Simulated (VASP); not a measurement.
# Y (Fm-3m) in VASP: notebook

The runs below take Y through single point, with PBE.

Everything below comes from runs of VASP 6.6.1. Logs are shortened: lines on timing, memory, paths and dates and some standing lists are left out, and cuts for length are marked.

**1. The cell of the first run**

Symmetry: Fm-3m, No. 225, cubic system. The conventional cell has a = 4.869 Å, b = 4.869 Å, c = 4.869 Å, α = 90.00°, β = 90.00°, γ = 90.00°. Y (site symmetry m-3m) has 12 Y at 3.44 Å within 4.5 Å.

**2. Single point, PBE (volume scaled by 0.9405)**

Contents of INCAR:

```
SYSTEM = Y
  ALGO = Normal
  EDIFF = 1E-7
  ENCUT = 520
  GGA = PE
  ISIF = 2
  ISMEAR = -1
  LASPH = .TRUE.
  LCHARG = .FALSE.
  LREAL = .FALSE.
  LWAVE = .FALSE.
  NBANDS = 12
  NELM = 60
  PREC = Accurate
  SIGMA = 0.03
```

Contents of KPOINTS:

```
k-points
0
G
  14 14 14
  0 0 0
```

Contents of POSCAR:

```
Y
1.0
    0.0000000000      2.4347030121      2.4347030121
    2.4347030121      0.0000000000      2.4347030121
    2.4347030121      2.4347030121      0.0000000000
Y
1
Direct
    0.0000000000      0.0000000000      0.0000000000
```

Potentials or basis: VASP PAW PBE potentials, release 64 (Y_sv).

Started as:

```console
$ cat potpaw_PBE.64/Y_sv/POTCAR > POTCAR
$ mpirun -np 1 vasp_std > vasp.out
```

OUTCAR:

```text
SYSTEM = Y
   EDIFF = 1E-7
   ENCUT = 520
   GGA = PE
   ISIF = 2
   ISMEAR = -1
   LASPH = .TRUE.
   LREAL = .FALSE.
   NELM = 60
   PREC = Accurate

 ion  position               nearest neighbor table
   1  0.000  0.000  0.000-

  LATTYP: Found a face centered cubic cell.
 ALAT       =     4.8694060242

  Lattice vectors:

 A1 = (   0.0000000000,   2.4347030121,   2.4347030121)
 A2 = (   2.4347030121,   0.0000000000,   2.4347030121)
 A3 = (   2.4347030121,   2.4347030121,   0.0000000000)

Analysis of symmetry for initial positions (statically):
=====================================================================
 Subroutine PRICEL returns:
 Original cell was already a primitive cell.

 Routine SETGRP: Setting up the symmetry group for a
 face centered cubic supercell.

 Subroutine GETGRP returns: Found 48 space group operations
[... 9 lines left out ...]

 Routine SETGRP: Setting up the symmetry group for a
 face centered cubic supercell.

 Subroutine GETGRP returns: Found 48 space group operations
[... 11 lines left out ...]
                                     Primitive cell

  volume of cell :      28.8648

  direct lattice vectors                    reciprocal lattice vectors
     0.000000000  2.434703012  2.434703012    -0.205363857  0.205363857  0.205363857
     2.434703012  0.000000000  2.434703012     0.205363857 -0.205363857  0.205363857
     2.434703012  2.434703012  0.000000000     0.205363857  0.205363857 -0.205363857

  length of vectors
     3.443190020  3.443190020  3.443190020     0.355700633  0.355700633  0.355700633

  position of ions in fractional coordinates (direct lattice)
     0.000000000  0.000000000  0.000000000

  ion indices of the primitive-cell ions
   primitive index   ion index
                 1           1

----------------------------------------------------------------------------------------

 KPOINTS: k-points

Automatic generation of k-mesh.
 Grid dimensions read from file:
 generate k-points for:   14   14   14

 Generating k-lattice:

  Cartesian coordinates                     Fractional coordinates (reciprocal lattice)
    -0.014668847  0.014668847  0.014668847     0.071428571  0.000000000  0.000000000
     0.014668847 -0.014668847  0.014668847     0.000000000  0.071428571  0.000000000
     0.014668847  0.014668847 -0.014668847     0.000000000  0.000000000  0.071428571

  Length of vectors
     0.025407188  0.025407188  0.025407188

  Shift w.r.t. Gamma in fractional coordinates (k-lattice)
     0.000000000  0.000000000  0.000000000

[... 50 lines left out ...]
   EDIFF  = 0.1E-06   stopping-criterion for ELM
   LREAL  =      F    real-space projection
   EDIFFG = 0.1E-05   stopping-criterion for IOM
   NSW    =      0    number of steps for IOM
   IBRION =     -1    ionic relax: 0-MD 1-quasi-New 2-CG
   NFREE  =      0    steps in history (QN), initial steepest desc. (CG)
   ISIF   =      2    stress and relaxation
   ISYM   =      2    0-nonsym 1-usesym 2-fastsym
   POTIM  = 0.5000    time-step for ionic-motion
   TEBEG  =    0.0;   TEEND  =   0.0 temperature during run
   PSTRESS=    0.0 pullay stress
   NELECT =      11.0000    total number of electrons
   NUPDOWN=      -1.0000    fix difference up-down
   EMIN   =  10.00;   EMAX   =-10.00  energy-range for DOS
   EFERMI =   0.00;   METHOD = LEGACY
   ISMEAR =    -1;   SIGMA  =   0.03  broadening in eV -4-tet -1-fermi 0-gaus
   EFERMI_NEDOS =   21; number of points for ismear=-14 and -15
   IALGO  =     38    algorithm
   IMIX   =      4    mixing-type and parameters
     AMIX     =   0.40;   BMIX     =  1.00
     AMIX_MAG =   1.60;   BMIX_MAG =  1.00
  volume/ion in A,a.u.               =      28.86       194.79
  Fermi-wavevector in a.u.,A,eV,Ry     =   1.186906  2.242928 19.167158  1.408746
  Thomas-Fermi vector in A             =   2.323069
   LORBIT       =      0    0 simple, 1 ext, 2 COOP (PROOUT), +10 PAW based schemes
   GGA     = PE    functional components
   LHFCALC =     F    Hartree Fock is set to
   AEXX    =    0.0000 exact exchange contribution
   IVDW    =     0    specifies the selected vdW correction
   LEPSILON=     F    determine dielectric tensor
   LRPA    =     F    only Hartree local field effects (RPA)
 non-spin polarized calculation
  energy-cutoff  :      520.00
  volume of cell :       28.86
 maximum number of plane-waves:       793
 NGX is ok and might be reduce to    28
   NGX = 13   NGY = 13   NGZ = 13

 number of electron      11.0000000 magnetization

 Free energy of the ion-electron system (eV)
  ---------------------------------------------------
  ext. energy  EPLUGINS =         0.00000000
  ---------------------------------------------------
  free energy    TOTEN  =        -6.35532397 eV

  energy without entropy =       -6.35046206  energy(sigma->0) =       -6.35289302

 E-fermi :   3.7195     XC(G=0):  -9.9346

 val. band max:        3.7158449794   @ k =  -0.3571   0.4286   0.2143
 cond. band min:       3.7214309596   @ k =   0.4286   0.2857   0.1429
 fundamental gap:      0.0055859802
 Fermi energy:         3.7195317349

 k-point     1 :       0.0000    0.0000    0.0000
  band No.  band energies     occupation
      1     -38.6978      2.00000
      2     -18.2863      2.00000
      3     -18.2863      2.00000
      4     -18.2863      2.00000
      5      -1.2153      2.00000
      6       5.6172      0.00000
      7       5.6172      0.00000
      8       5.6172      0.00000
      9       7.9366      0.00000
     10       7.9366      0.00000
     11      13.0168      0.00000
     12      16.6688      0.00000
[... 331 lines left out ...]
 k-point    24 :       0.2857    0.1429    0.0000
  band No.  band energies     occupation
      1     -38.6332      2.00000
      2     -18.7139      2.00000
      3     -18.3981      2.00000
      4     -18.3901      2.00000
      5       0.6127      2.00000
      6       4.1147      0.00000
      7       5.6051      0.00000
      8       6.3529      0.00000
      9       7.2556      0.00000
     10       8.6218      0.00000
     11      14.5224      0.00000
     12      16.5906      0.00000

 [... further k-points ...]
[... 5 lines left out ...]
  --------------------------------------------------------------------------------------
  -------------------------------------------------------------------------------------
  Total        0.9596001      0.9596001      0.9596001      0.0000000     -0.0000000      0.0000000
  in kB       53.2638925     53.2638925     53.2638925      0.0000000     -0.0000000      0.0000000
  external PRESSURE =      53.2638925 kB  Pullay stress =       0.0000000 kB

 VOLUME and BASIS-vectors are now :
 -----------------------------------------------------------------------------
  energy-cutoff  :      520.00
  volume of cell :       28.86
      direct lattice vectors                 reciprocal lattice vectors
     0.000000000  2.434703012  2.434703012    -0.205363857  0.205363857  0.205363857
     2.434703012  0.000000000  2.434703012     0.205363857 -0.205363857  0.205363857
     2.434703012  2.434703012  0.000000000     0.205363857  0.205363857 -0.205363857

 POSITION                                       TOTAL-FORCE (eV/Angst)
 -----------------------------------------------------------------------------------
      0.00000      0.00000      0.00000        -0.000000      0.000000     -0.000000
 -----------------------------------------------------------------------------------
    total drift:                               -0.000000     -0.000000     -0.000000

  FREE ENERGIE OF THE ION-ELECTRON SYSTEM (eV)
  ---------------------------------------------------
  free  energy   TOTEN  =        -6.3553239735 eV

  energy  without entropy=       -6.3504620609  energy(sigma->0) =       -6.35289302
```

Run time: 36 s. Hardware: 1 thread of Intel Xeon Platinum 8375C at 2.90GHz (Ice Lake), shared host; peak memory 0.2 GiB.

What came out:

```yaml
Free_energy: -6.3553 eV
Pressure: 5.3 GPa
```

**3. Single point, PBE (volume scaled by 0.97)**

Contents of INCAR:

```
PREC = Accurate
ENCUT = 520
EDIFF = 1E-6
ISMEAR = -1
SIGMA = 0.03
LREAL = F
LASPH = T
NELM = 60
ALGO = Normal
ISIF = 2
LWAVE = F
LCHARG = T
GGA = PE
LELF = T
LVHAR = T
NBANDS = 12
```

Contents of KPOINTS:

```
regular mesh
0
Gamma
  14 14 14
```

Contents of POSCAR:

```
Y
1.0
    0.0000000000      2.4598972736      2.4598972736
    2.4598972736      0.0000000000      2.4598972736
    2.4598972736      2.4598972736      0.0000000000
Y
1
Direct
    0.0000000000      0.0000000000      0.0000000000
```

Potentials or basis: VASP PAW PBE potentials, release 64 (Y_sv).

Started as:

```console
$ cat potpaw_PBE.64/Y_sv/POTCAR > POTCAR
$ mpirun -np 1 vasp_std > vasp.out
```

Wall time 33 s (1 thread of Intel Xeon Platinum 8375C at 2.90GHz (Ice Lake), shared host); peak memory 0.2 GiB.

It converged, with:

| Quantity | Value |
| --- | --- |
| Free energy | -6.3808 eV |
| Pressure | 3.7 GPa |

Levels at points of the mesh, in eV from the Fermi level:
```
           k point  band 2  band 3  band 4  band 5  band 6  band 7  band 8  band 9
(0.00, 0.00, 0.00)  -22.11  -22.11  -22.11   -4.90    1.87    1.87    1.87    4.10
(0.50, 0.00, 0.00)  -22.87  -22.20  -22.20   -2.10    0.88    1.67    1.67    5.73
(0.50, 0.50, 0.00)  -22.81  -22.37  -22.37   -1.97   -1.06    2.48    5.75    6.20
```
